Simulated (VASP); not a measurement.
# GaN (Fm-3m) in VASP: single point with PBEsol

Aim: the single point of GaN with PBEsol.

All numbers are computed with VASP 6.6.1; they aren't measurements. Logs are shortened: lines on timing, memory, paths and dates and some standing lists are left out, and cuts for length are marked.

### 1 The cell of the first run

Symmetry: Fm-3m, No. 225, cubic system. Conventional cell: a = 4.270 Å, b = 4.270 Å, c = 4.270 Å, α = 90.00°, β = 90.00°, γ = 90.00°. Ga (site symmetry m-3m) has 6 N at 2.14 Å within 2.8 Å. N (site symmetry m-3m) has 6 Ga at 2.14 Å within 2.8 Å.

### 2 Single point, PBEsol

Contents of INCAR:

```
SYSTEM = GaN
  ALGO = Normal
  EDIFF = 1E-6
  ENCUT = 600
  GGA = PS
  GGA_COMPAT = .FALSE.
  ISIF = 2
  ISMEAR = 1
  LASPH = .TRUE.
  LCHARG = .FALSE.
  LREAL = .FALSE.
  LWAVE = .FALSE.
  NBANDS = 16
  NELM = 120
  PREC = Accurate
  SIGMA = 0.01
```

Contents of KPOINTS:

```
k-points
0
G
  8 8 8
  0 0 0
```

Contents of POSCAR:

```
GaN
1.0
    0.0000000000      2.1352350000      2.1352350000
    2.1352350000      0.0000000000      2.1352350000
    2.1352350000      2.1352350000      0.0000000000
Ga N
1 1
Direct
    0.0000000000      0.0000000000      0.0000000000
    0.5000000000      0.5000000000      0.5000000000
```

Potentials or basis: VASP PAW PBE potentials, release 64 (Ga_d, N).

On the command line:

```sh
$ cat potpaw_PBE.64/Ga_d/POTCAR potpaw_PBE.64/N/POTCAR > POTCAR
$ mpirun -np 1 vasp_std > vasp.out
```

OUTCAR:

```text
SYSTEM = GaN
   EDIFF = 1E-6
   ENCUT = 600
   GGA = PS
   ISIF = 2
   ISMEAR = 1
   LASPH = .TRUE.
   LREAL = .FALSE.
   NELM = 120
   PREC = Accurate

 ion  position               nearest neighbor table
   1  0.000  0.000  0.000-   2 2.14   2 2.14   2 2.14   2 2.14   2 2.14   2 2.14
   2  0.500  0.500  0.500-   1 2.14   1 2.14   1 2.14   1 2.14   1 2.14   1 2.14

  LATTYP: Found a face centered cubic cell.
 ALAT       =     4.2704700000

  Lattice vectors:

 A1 = (   0.0000000000,   2.1352350000,   2.1352350000)
 A2 = (   2.1352350000,   0.0000000000,   2.1352350000)
 A3 = (   2.1352350000,   2.1352350000,   0.0000000000)

Analysis of symmetry for initial positions (statically):
=====================================================================
 Subroutine PRICEL returns:
 Original cell was already a primitive cell.

 Routine SETGRP: Setting up the symmetry group for a
 face centered cubic supercell.

 Subroutine GETGRP returns: Found 48 space group operations
 (whereof 48 operations were pure point group operations)
 out of a pool of 48 trial point group operations.

The static configuration has the point symmetry O_h .

Analysis of symmetry for dynamics (positions and initial velocities):
=====================================================================
 Subroutine PRICEL returns:
 Original cell was already a primitive cell.

 Routine SETGRP: Setting up the symmetry group for a
 face centered cubic supercell.

 Subroutine GETGRP returns: Found 48 space group operations
 (whereof 48 operations were pure point group operations)
 out of a pool of 48 trial point group operations.

The dynamic configuration has the point symmetry O_h .

 Subroutine INISYM returns: Found 48 space group operations
 (whereof 48 operations are pure point group operations),
 and found     1 'primitive' translations

----------------------------------------------------------------------------------------

                                     Primitive cell

  volume of cell :      19.4700

  direct lattice vectors                    reciprocal lattice vectors
     0.000000000  2.135235000  2.135235000    -0.234166263  0.234166263  0.234166263
     2.135235000  0.000000000  2.135235000     0.234166263 -0.234166263  0.234166263
     2.135235000  2.135235000  0.000000000     0.234166263  0.234166263 -0.234166263

  length of vectors
     3.019678296  3.019678296  3.019678296     0.405587864  0.405587864  0.405587864

  position of ions in fractional coordinates (direct lattice)
     0.000000000  0.000000000  0.000000000
     0.500000000  0.500000000  0.500000000

  ion indices of the primitive-cell ions
   primitive index   ion index
                 1           1
                 2           2

----------------------------------------------------------------------------------------

 KPOINTS: k-points

Automatic generation of k-mesh.
 Grid dimensions read from file:
 generate k-points for:    8    8    8

 Generating k-lattice:

  Cartesian coordinates                     Fractional coordinates (reciprocal lattice)
    -0.029270783  0.029270783  0.029270783     0.125000000  0.000000000  0.000000000
     0.029270783 -0.029270783  0.029270783     0.000000000  0.125000000  0.000000000
     0.029270783  0.029270783 -0.029270783     0.000000000  0.000000000  0.125000000

  Length of vectors
     0.050698483  0.050698483  0.050698483

  Shift w.r.t. Gamma in fractional coordinates (k-lattice)
     0.000000000  0.000000000  0.000000000

 Subroutine IBZKPT returns following result:
 ===========================================

 Found     29 irreducible k-points:

 Following reciprocal coordinates:
            Coordinates               Weight
  0.000000  0.000000  0.000000      1.000000
  0.125000  0.000000  0.000000      8.000000
  0.250000  0.000000  0.000000      8.000000
  0.375000  0.000000  0.000000      8.000000
  0.500000  0.000000  0.000000      4.000000
  0.125000  0.125000  0.000000      6.000000
[... 16 lines left out ...]
  0.500000  0.250000  0.125000     48.000000
 -0.375000  0.250000  0.125000     24.000000
 [... further k-points ...]
   k-points           NKPTS =     29   k-points in BZ     NKDIM =     29   number of bands    NBANDS=     16
   number of dos      NEDOS =    301   number of ions     NIONS =      2
   total plane-waves  NPLWV =  13824
   dimension x,y,z NGX =    24 NGY =   24 NGZ =   24
   dimension x,y,z NGXF=    48 NGYF=   48 NGZF=   48
   ions per type =               1   1
   NGX,Y,Z   is equivalent  to a cutoff of  13.21, 13.21, 13.21 a.u.
   NGXF,Y,Z  is equivalent  to a cutoff of  26.43, 26.43, 26.43 a.u.
 SYSTEM =  GaN
   PREC   = accura    normal or accurate (medium, high low for compatibility)
   ISTART =      0    job   : 0-new  1-cont  2-samecut
   ICHARG =      2    charge: 1-file 2-atom 10-const
   ISPIN  =      1    spin polarized calculation?
   LNONCOLLINEAR =      F non collinear calculations
   LSORBIT =      F    spin-orbit coupling
   LASPH  =      T    aspherical Exc in radial PAW
   ENCUT  =  600.0 eV  44.10 Ry    6.64 a.u.   6.03  6.03  6.03*2*pi/ulx,y,z
   NELM   =    120;   NELMIN=  2; NELMDL= -5     # of ELM steps
   EDIFF  = 0.1E-05   stopping-criterion for ELM
   LREAL  =      F    real-space projection
   EDIFFG = 0.1E-04   stopping-criterion for IOM
   NSW    =      0    number of steps for IOM
   IBRION =     -1    ionic relax: 0-MD 1-quasi-New 2-CG
   NFREE  =      0    steps in history (QN), initial steepest desc. (CG)
   ISIF   =      2    stress and relaxation
   ISYM   =      2    0-nonsym 1-usesym 2-fastsym
   POTIM  = 0.5000    time-step for ionic-motion
   TEBEG  =    0.0;   TEEND  =   0.0 temperature during run
   PSTRESS=    0.0 pullay stress
   NELECT =      18.0000    total number of electrons
   NUPDOWN=      -1.0000    fix difference up-down
   EMIN   =  10.00;   EMAX   =-10.00  energy-range for DOS
   EFERMI =   0.00;   METHOD = LEGACY
   ISMEAR =     1;   SIGMA  =   0.01  broadening in eV -4-tet -1-fermi 0-gaus
   EFERMI_NEDOS =   21; number of points for ismear=-14 and -15
   IALGO  =     38    algorithm
   IMIX   =      4    mixing-type and parameters
     AMIX     =   0.40;   BMIX     =  1.00
     AMIX_MAG =   1.60;   BMIX_MAG =  1.00
  volume/ion in A,a.u.               =       9.74        65.70
  Fermi-wavevector in a.u.,A,eV,Ry     =   1.594814  3.013761 34.605481  2.543431
  Thomas-Fermi vector in A             =   2.692830
   LORBIT       =      0    0 simple, 1 ext, 2 COOP (PROOUT), +10 PAW based schemes
   GGA     = PS    functional components
   LHFCALC =     F    Hartree Fock is set to
   AEXX    =    0.0000 exact exchange contribution
   IVDW    =     0    specifies the selected vdW correction
   LEPSILON=     F    determine dielectric tensor
   LRPA    =     F    only Hartree local field effects (RPA)
 non-spin polarized calculation
 Methfessel and Paxton  Order N= 1 SIGMA  =   0.01
  energy-cutoff  :      600.00
  volume of cell :       19.47
 maximum number of plane-waves:       660
   NGX = 13   NGY = 13   NGZ = 13

 number of electron      18.0000005 magnetization

 Free energy of the ion-electron system (eV)
  ---------------------------------------------------
  ext. energy  EPLUGINS =         0.00000000
  ---------------------------------------------------
  free energy    TOTEN  =       -12.24534322 eV

  energy without entropy =      -12.24534322  energy(sigma->0) =      -12.24534322

 E-fermi :   7.4329     XC(G=0): -13.1025

 val. band max:        7.3742282792   @ k =  -0.2500   0.1250   0.0000
 cond. band min:       7.7132666879   @ k =   0.5000   0.5000   0.0000
 fundamental gap:      0.3390384087
 Fermi energy:         7.4328563333

 k-point     1 :       0.0000    0.0000    0.0000
  band No.  band energies     occupation
      1      -9.6189      2.00000
      2      -6.5550      2.00000
      3      -6.5550      2.00000
      4      -6.5550      2.00000
      5      -6.4660      2.00000
      6      -6.4660      2.00000
[... 8 lines left out ...]
     15      22.6673      0.00000
     16      22.6673      0.00000

 k-point     2 :       0.1250    0.0000    0.0000
  band No.  band energies     occupation
      1      -9.3232      2.00000
      2      -6.5656      2.00000
      3      -6.5449      2.00000
      4      -6.5449      2.00000
      5      -6.4797      2.00000
      6      -6.4797      2.00000
[... 8 lines left out ...]
     15      23.1493      0.00000
     16      23.1493      0.00000

 k-point     3 :       0.2500    0.0000    0.0000
  band No.  band energies     occupation
      1      -8.4883      2.00000
      2      -6.5953      2.00000
      3      -6.5953      2.00000
      4      -6.5897      2.00000
      5      -6.4367      2.00000
      6      -6.4367      2.00000
[... 8 lines left out ...]
     15      24.8598      0.00000
     16      24.8598      0.00000

 k-point     4 :       0.3750    0.0000    0.0000
  band No.  band energies     occupation
      1      -7.3535      2.00000
      2      -6.6673      2.00000
      3      -6.6673      2.00000
      4      -6.6078      2.00000
      5      -6.3703      2.00000
      6      -6.3703      2.00000
[... 8 lines left out ...]
     15      27.5133      0.00000
     16      27.5133      0.00000
[... 324 lines left out ...]
 k-point    22 :       0.3750    0.2500    0.1250
  band No.  band energies     occupation
      1      -8.0981      2.00000
      2      -6.6165      2.00000
      3      -6.5610      2.00000
      4      -6.4973      2.00000
      5      -6.4373      2.00000
      6      -6.1760      2.00000
[... 8 lines left out ...]
     15      28.1211      0.00000
     16      28.4866      0.00000

 k-point    23 :       0.5000    0.2500    0.1250
  band No.  band energies     occupation
      1      -7.6679      2.00000
      2      -6.6321      2.00000
      3      -6.5791      2.00000
      4      -6.5057      2.00000
      5      -6.3673      2.00000
      6      -5.5202      2.00000
[... 8 lines left out ...]
     15      28.0529      0.00000
     16      29.6002      0.00000

 k-point    24 :      -0.3750    0.2500    0.1250
  band No.  band energies     occupation
      1      -7.5455      2.00000
      2      -6.6557      2.00000
      3      -6.5785      2.00000
      4      -6.5044      2.00000
      5      -6.3386      2.00000
      6      -4.9851      2.00000
[... 8 lines left out ...]
     15      25.8906      0.00000
     16      30.4943      0.00000

 [... further k-points ...]

------------------------ aborting loop because EDIFF is reached ----------------------------------------

  FORCE on cell =-STRESS in cart. coord.  units (eV):
  Direction    XX          YY          ZZ          XY          YZ          ZX
  --------------------------------------------------------------------------------------
  -------------------------------------------------------------------------------------
  Total       -0.9124346     -0.9124346     -0.9124346     -0.0000000     -0.0000000      0.0000000
  in kB      -75.0836359    -75.0836359    -75.0836359     -0.0000000     -0.0000000      0.0000000
  external PRESSURE =     -75.0836359 kB  Pullay stress =       0.0000000 kB

 VOLUME and BASIS-vectors are now :
 -----------------------------------------------------------------------------
  energy-cutoff  :      600.00
  volume of cell :       19.47
      direct lattice vectors                 reciprocal lattice vectors
     0.000000000  2.135235000  2.135235000    -0.234166263  0.234166263  0.234166263
     2.135235000  0.000000000  2.135235000     0.234166263 -0.234166263  0.234166263
     2.135235000  2.135235000  0.000000000     0.234166263  0.234166263 -0.234166263

 POSITION                                       TOTAL-FORCE (eV/Angst)
 -----------------------------------------------------------------------------------
      0.00000      0.00000      0.00000        -0.000000     -0.000000      0.000000
      2.13524      2.13524      2.13524         0.000000      0.000000     -0.000000
 -----------------------------------------------------------------------------------
    total drift:                                0.000000     -0.000000     -0.000000

  FREE ENERGIE OF THE ION-ELECTRON SYSTEM (eV)
  ---------------------------------------------------
  free  energy   TOTEN  =       -12.2453432153 eV

  energy  without entropy=      -12.2453432153  energy(sigma->0) =      -12.24534322
```

Run time: 6.1 s. Hardware: 1 thread of AMD EPYC 9R45 (Zen 5), shared host; peak memory 0.11 GiB.

Results:

```
Free energy            : -12.2453 eV
Pressure               : -7.5 GPa
Band gap on the k mesh : 0.34 eV, indirect (least direct gap 2.37 eV)
```

Caveat: the PAW data sets were made with another functional, which shifts forces and pressure a little.
